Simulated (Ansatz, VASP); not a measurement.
## KZnF3 in VASP and in Ansatz

```
K Zn F
1.0
     3.98467    0.00000    0.00000
     0.00000    3.98467    0.00000
     0.00000    0.00000    4.18390
K Zn F
1 1 3
Cartesian
  0.0000 0.0000 0.0000
  1.9923 1.9923 2.0919
  1.9923 1.9923 0.0000
  0.0000 1.9923 2.0919
  1.9923 0.0000 2.0919
```

Alike in both runs: task single point; functional PBE; k mesh 6 × 6 × 6; occupations gaussian, width 0.05 eV; no spin polarisation.

```csv
,VASP,Ansatz
version,VASP 6.6.1,Ansatz 0.2.0
potentials or method,"VASP PAW PBE potentials, release 64 (K_sv, Zn, F), cutoff 520 eV","scalar-relativistic, plane waves, PAW"
valence electrons in the cell,42,42
```

VASP gave:

* gap on the k mesh at the Fermi level (eV): 3.65
* least direct gap on the mesh (eV): 5.61
* pressure (GPa): 5.2
* traceless stress, the component that is largest in VASP (GPa): -3.00

What did Ansatz give for the same quantities?

gap on the k mesh at the Fermi level (eV): 3.72; least direct gap on the mesh (eV): 5.65; pressure (GPa): 4.8; traceless stress, the component that is largest in VASP (GPa): -2.82.
